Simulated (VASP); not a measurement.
# Na (P6_3/mmc) in VASP: single point with LDA

Aim: the single point of Na with LDA.

Program: VASP 6.6.1. These are calculated values, not measurements. Logs are shortened: lines on timing, memory, paths and dates and some standing lists are left out, and cuts for length are marked.

## Step 1: The cell of the first run

The structure is hexagonal, space group P6_3/mmc (No. 194). Conventional cell: a = 3.767 Å, b = 3.767 Å, c = 6.154 Å, α = 90.00°, β = 90.00°, γ = 120.00°. Na (site symmetry -6m2) has 12 Na at 3.77 Å within 4.9 Å.

This isn't the form of Na at room conditions, which is bcc.

## Step 2: Single point, LDA

Input file POSCAR:

```
Na
1.0
    3.7670000000      0.0000000000      0.0000000000
   -1.8835000000      3.2623176961      0.0000000000
    0.0000000000      0.0000000000      6.1540000000
Na
2
Direct
    0.6666666667      0.3333333333      0.7500000000
    0.3333333333      0.6666666667      0.2500000000
```

Input file INCAR.step1:

```
  ALGO = Normal
  EDIFF = 1E-6
  ENCUT = 840
  GGA = CA
  GGA_COMPAT = False
  ISIF = 2
  ISMEAR = -1
  LASPH = True
  LCHARG = True
  LORBIT = 11
  LREAL = False
  LWAVE = False
  NBANDS = 16
  NEDOS = 2001
  NELM = 120
  PREC = Accurate
  SIGMA = 0.05
```

Input file KPOINTS.step1:

```
k-points
0
Gamma
  5 5 3
```

Input file INCAR.step2:

```
  ALGO = Normal
  EDIFF = 1E-6
  ENCUT = 840
  GGA = CA
  GGA_COMPAT = False
  ICHARG = 11
  ISIF = 2
  ISMEAR = -5
  LASPH = True
  LCHARG = False
  LORBIT = 11
  LREAL = False
  LWAVE = False
  NBANDS = 16
  NEDOS = 1001
  NELM = 120
  PREC = Accurate
  SIGMA = 0.05
```

Input file KPOINTS.step2:

```
k-points
0
Gamma
  8 8 5
```

Potentials or basis: VASP PAW LDA potentials, release 64 (Na_sv).

Run with:

```
$ cat potpaw_LDA.64/Na_sv/POTCAR > POTCAR
$ cp INCAR.step1 INCAR
$ cp KPOINTS.step1 KPOINTS
$ mpirun -np 1 vasp_std > vasp.out
$ cp INCAR.step2 INCAR
$ cp KPOINTS.step2 KPOINTS
$ mpirun -np 1 vasp_std > vasp.out
```

OUTCAR:

```text
EDIFF = 1E-6
   ENCUT = 840
   GGA = CA
   ICHARG = 11
   ISIF = 2
   ISMEAR = -5
   LASPH = True
   LORBIT = 11
   LREAL = False
   NELM = 120
   PREC = Accurate

 ion  position               nearest neighbor table
   1  0.667  0.333  0.750-
   2  0.333  0.667  0.250-

  LATTYP: Found a hexagonal cell.
 ALAT       =     3.7670000000
 C/A-ratio  =     1.6336607380

  Lattice vectors:

 A1 = (   3.7670000000,   0.0000000000,   0.0000000000)
 A2 = (  -1.8835000000,   3.2623176961,   0.0000000000)
 A3 = (   0.0000000000,   0.0000000000,   6.1540000000)

Analysis of symmetry for initial positions (statically):
=====================================================================
 Subroutine PRICEL returns:
 Original cell was already a primitive cell.

 Routine SETGRP: Setting up the symmetry group for a
 hexagonal supercell.

 Subroutine GETGRP returns: Found 24 space group operations
 (whereof 12 operations were pure point group operations)
 out of a pool of 24 trial point group operations.

The static configuration has the point symmetry D_3d.
 The point group associated with its full space group is D_6h.

Analysis of symmetry for dynamics (positions and initial velocities):
=====================================================================
 Subroutine PRICEL returns:
 Original cell was already a primitive cell.

 Routine SETGRP: Setting up the symmetry group for a
 hexagonal supercell.

 Subroutine GETGRP returns: Found 24 space group operations
 (whereof 12 operations were pure point group operations)
 out of a pool of 24 trial point group operations.

The dynamic configuration has the point symmetry D_3d.
 The point group associated with its full space group is D_6h.

 Subroutine INISYM returns: Found 24 space group operations
 (whereof 12 operations are pure point group operations),
 and found     1 'primitive' translations

----------------------------------------------------------------------------------------

                                     Primitive cell

  volume of cell :      75.6274

  direct lattice vectors                    reciprocal lattice vectors
     3.767000000  0.000000000  0.000000000     0.265463233  0.153265269  0.000000000
    -1.883500000  3.262317696  0.000000000     0.000000000  0.306530538  0.000000000
     0.000000000  0.000000000  6.154000000     0.000000000  0.000000000  0.162495938

  length of vectors
     3.767000000  3.767000000  6.154000000     0.306530538  0.306530538  0.162495938

  position of ions in fractional coordinates (direct lattice)
     0.666666667  0.333333333  0.750000000
     0.333333333  0.666666667  0.250000000

  ion indices of the primitive-cell ions
   primitive index   ion index
                 1           1
                 2           2

----------------------------------------------------------------------------------------

 KPOINTS: k-points

Automatic generation of k-mesh.
 Grid dimensions read from file:
 generate k-points for:    8    8    5

 Generating k-lattice:

  Cartesian coordinates                     Fractional coordinates (reciprocal lattice)
     0.033182904  0.019158159  0.000000000     0.125000000  0.000000000  0.000000000
     0.000000000  0.038316317  0.000000000     0.000000000  0.125000000  0.000000000
     0.000000000  0.000000000  0.032499188     0.000000000  0.000000000  0.200000000

  Length of vectors
     0.038316317  0.038316317  0.032499188

  Shift w.r.t. Gamma in fractional coordinates (k-lattice)
     0.000000000  0.000000000  0.000000000

 TETIRR: Found    308 inequivalent tetrahedra from     1920

 Subroutine IBZKPT returns following result:
 ===========================================

 Found     30 irreducible k-points:

 Following reciprocal coordinates:
            Coordinates               Weight
  0.000000  0.000000  0.000000      1.000000
  0.125000  0.000000  0.000000      6.000000
  0.250000  0.000000  0.000000      6.000000
  0.375000 -0.000000  0.000000      6.000000
  0.500000  0.000000  0.000000      3.000000
  0.125000  0.125000  0.000000      6.000000
[... 16 lines left out ...]
  0.250000  0.000000  0.400000     12.000000
  0.375000 -0.000000  0.400000     12.000000
 [... further k-points ...]
   k-points           NKPTS =     30   k-points in BZ     NKDIM =     30   number of bands    NBANDS=     16
   number of dos      NEDOS =   1001   number of ions     NIONS =      2
   total plane-waves  NPLWV =  77760
   dimension x,y,z NGX =    36 NGY =   36 NGZ =   60
   dimension x,y,z NGXF=    72 NGYF=   72 NGZF=  120
   ions per type =               2
   NGX,Y,Z   is equivalent  to a cutoff of  15.89, 15.89, 16.21 a.u.
   NGXF,Y,Z  is equivalent  to a cutoff of  31.78, 31.78, 32.42 a.u.
 SYSTEM =  unknown system
   PREC   = accura    normal or accurate (medium, high low for compatibility)
   ISTART =      0    job   : 0-new  1-cont  2-samecut
   ICHARG =     11    charge: 1-file 2-atom 10-const
   ISPIN  =      1    spin polarized calculation?
   LNONCOLLINEAR =      F non collinear calculations
   LSORBIT =      F    spin-orbit coupling
   LASPH  =      T    aspherical Exc in radial PAW
   ENCUT  =  840.0 eV  61.74 Ry    7.86 a.u.   8.90  8.90 14.54*2*pi/ulx,y,z
   NELM   =    120;   NELMIN=  2; NELMDL=  0     # of ELM steps
   EDIFF  = 0.1E-05   stopping-criterion for ELM
   LREAL  =      F    real-space projection
   EDIFFG = 0.1E-04   stopping-criterion for IOM
   NSW    =      0    number of steps for IOM
   IBRION =     -1    ionic relax: 0-MD 1-quasi-New 2-CG
   NFREE  =      0    steps in history (QN), initial steepest desc. (CG)
   ISIF   =      2    stress and relaxation
   ISYM   =      2    0-nonsym 1-usesym 2-fastsym
   POTIM  = 0.5000    time-step for ionic-motion
   TEBEG  =    0.0;   TEEND  =   0.0 temperature during run
   PSTRESS=    0.0 pullay stress
   NELECT =      18.0000    total number of electrons
   NUPDOWN=      -1.0000    fix difference up-down
   EMIN   =  10.00;   EMAX   =-10.00  energy-range for DOS
   EFERMI =   0.00;   METHOD = LEGACY
   ISMEAR =    -5;   SIGMA  =   0.05  broadening in eV -4-tet -1-fermi 0-gaus
   EFERMI_NEDOS =   21; number of points for ismear=-14 and -15
   IALGO  =     38    algorithm
   IMIX   =      4    mixing-type and parameters
     AMIX     =   0.40;   BMIX     =  1.00
     AMIX_MAG =   1.60;   BMIX_MAG =  1.00
  volume/ion in A,a.u.               =      37.81       255.18
  Fermi-wavevector in a.u.,A,eV,Ry     =   1.014548  1.917217 14.004577  1.029307
  Thomas-Fermi vector in A             =   2.147782
   LORBIT       =     11    0 simple, 1 ext, 2 COOP (PROOUT), +10 PAW based schemes
   GGA     = CA    functional components
   LHFCALC =     F    Hartree Fock is set to
   AEXX    =    0.0000 exact exchange contribution
   IVDW    =     0    specifies the selected vdW correction
   LEPSILON=     F    determine dielectric tensor
   LRPA    =     F    only Hartree local field effects (RPA)
 non-spin polarized calculation
 Fermi weights with tetrahedron method with Bloechl corrections
  energy-cutoff  :      840.00
  volume of cell :       75.63
 maximum number of plane-waves:      4221
 NGX is ok and might be reduce to    36

 number of electron      17.9999986 magnetization

 Free energy of the ion-electron system (eV)
  ---------------------------------------------------
  ext. energy  EPLUGINS =         0.00000000
  ---------------------------------------------------
  free energy    TOTEN  =        -2.89249308 eV

  energy without entropy =       -2.89249308  energy(sigma->0) =       -2.89249308

 E-fermi :   0.3831     XC(G=0):  -6.6228

 val. band max:        0.6188818765   @ k =   0.5000   0.0000   0.0000
 cond. band min:       0.3312345804   @ k =   0.1250   0.1250   0.2000
 fundamental gap:     -0.2876472961
 Fermi energy:         0.3830741739

 k-point     1 :       0.0000    0.0000    0.0000
  band No.  band energies     occupation
      1     -52.0600      2.00000
      2     -52.0581      2.00000
      3     -24.6298      2.00000
      4     -24.6015      2.00000
      5     -24.6015      2.00000
      6     -24.5968      2.00000
[... 8 lines left out ...]
     15      10.4852      0.00000
     16      10.7551      0.00000

 k-point     2 :       0.1250    0.0000    0.0000
  band No.  band energies     occupation
      1     -52.0597      2.00000
      2     -52.0580      2.00000
      3     -24.6282      2.00000
      4     -24.6052      2.00000
      5     -24.6027      2.00000
      6     -24.6006      2.00000
[... 8 lines left out ...]
     15      11.0054      0.00000
     16      11.4152      0.00000

 k-point     3 :       0.2500    0.0000    0.0000
  band No.  band energies     occupation
      1     -52.0591      2.00000
      2     -52.0578      2.00000
      3     -24.6238      2.00000
      4     -24.6141      2.00000
      5     -24.6096      2.00000
      6     -24.6054      2.00000
[... 8 lines left out ...]
     15       8.3445      0.00000
     16       9.7535      0.00000

 k-point     4 :       0.3750   -0.0000    0.0000
  band No.  band energies     occupation
      1     -52.0585      2.00000
      2     -52.0577      2.00000
      3     -24.6232      2.00000
      4     -24.6184      2.00000
      5     -24.6184      2.00000
      6     -24.6080      2.00000
[... 8 lines left out ...]
     15       7.5317      0.00000
     16       8.5810      0.00000

 k-point     5 :       0.5000    0.0000    0.0000
  band No.  band energies     occupation
      1     -52.0581      2.00000
      2     -52.0576      2.00000
      3     -24.6270      2.00000
      4     -24.6219      2.00000
      5     -24.6151      2.00000
      6     -24.6091      2.00000
[... 8 lines left out ...]
     15       7.3443      0.00000
     16       8.2316      0.00000

 k-point     6 :       0.1250    0.1250    0.0000
  band No.  band energies     occupation
      1     -52.0593      2.00000
      2     -52.0579      2.00000
      3     -24.6252      2.00000
      4     -24.6105      2.00000
      5     -24.6083      2.00000
      6     -24.6035      2.00000
[... 8 lines left out ...]
     15       9.9680      0.00000
     16       9.9926      0.00000
[... 267 lines left out ...]
 k-point    21 :       0.0000    0.0000    0.4000
  band No.  band energies     occupation
      1     -52.0594      2.00000
      2     -52.0588      2.00000
      3     -24.6184      2.00000
      4     -24.6081      2.00000
      5     -24.5999      2.00000
      6     -24.5999      2.00000
[... 8 lines left out ...]
     15      10.8047      0.00000
     16      10.8048      0.00000

 k-point    22 :       0.1250    0.0000    0.4000
  band No.  band energies     occupation
      1     -52.0591      2.00000
      2     -52.0587      2.00000
      3     -24.6183      2.00000
      4     -24.6095      2.00000
      5     -24.6028      2.00000
      6     -24.6009      2.00000
[... 8 lines left out ...]
     15       9.5717      0.00000
     16      10.2381      0.00000

 k-point    23 :       0.2500    0.0000    0.4000
  band No.  band energies     occupation
      1     -52.0587      2.00000
      2     -52.0583      2.00000
      3     -24.6202      2.00000
      4     -24.6159      2.00000
      5     -24.6076      2.00000
      6     -24.6032      2.00000
[... 8 lines left out ...]
     15       8.6381      0.00000
     16       9.3195      0.00000

 k-point    24 :       0.3750   -0.0000    0.4000
  band No.  band energies     occupation
      1     -52.0582      2.00000
      2     -52.0579      2.00000
      3     -24.6262      2.00000
      4     -24.6240      2.00000
      5     -24.6081      2.00000
      6     -24.6055      2.00000
[... 8 lines left out ...]
     15       8.1516      0.00000
     16       8.7517      0.00000

 [... further k-points ...]
[... 5 lines left out ...]
  --------------------------------------------------------------------------------------
  -------------------------------------------------------------------------------------
  Total       -0.4597107     -0.4597107     -0.5928153      0.0000000      0.0000000      0.0000000
  in kB       -9.7390324     -9.7390324    -12.5588718      0.0000000      0.0000000      0.0000000
  external PRESSURE =     -10.6789789 kB  Pullay stress =       0.0000000 kB

 VOLUME and BASIS-vectors are now :
 -----------------------------------------------------------------------------
  energy-cutoff  :      840.00
  volume of cell :       75.63
      direct lattice vectors                 reciprocal lattice vectors
     3.767000000  0.000000000  0.000000000     0.265463233  0.153265269  0.000000000
    -1.883500000  3.262317696  0.000000000     0.000000000  0.306530538  0.000000000
     0.000000000  0.000000000  6.154000000     0.000000000  0.000000000  0.162495938

 POSITION                                       TOTAL-FORCE (eV/Angst)
 -----------------------------------------------------------------------------------
      1.88350      1.08744      4.61550        -0.000000      0.000000      0.000000
     -0.00000      2.17488      1.53850         0.000000      0.000000      0.000000
 -----------------------------------------------------------------------------------
    total drift:                                0.000000     -0.000000      0.000000

  FREE ENERGIE OF THE ION-ELECTRON SYSTEM (eV)
  ---------------------------------------------------
  free  energy   TOTEN  =        -2.8924930832 eV

  energy  without entropy=       -2.8924930832  energy(sigma->0) =       -2.89249308

 total charge

# of ion       s       p       d       tot
------------------------------------------
    1        1.945   5.586   0.000   7.531
    2        1.945   5.586   0.000   7.531
--------------------------------------------------
tot          3.890  11.172   0.000  15.062
```

Wall time 23 s (1 thread of Intel Xeon 6975P-C (Granite Rapids), shared host); peak memory 0.2 GiB.

What came out:

* Valence electrons inside the program's atomic spheres: Na 7.53

Caveat: the k points lie up to 0.39 Å⁻¹ apart.
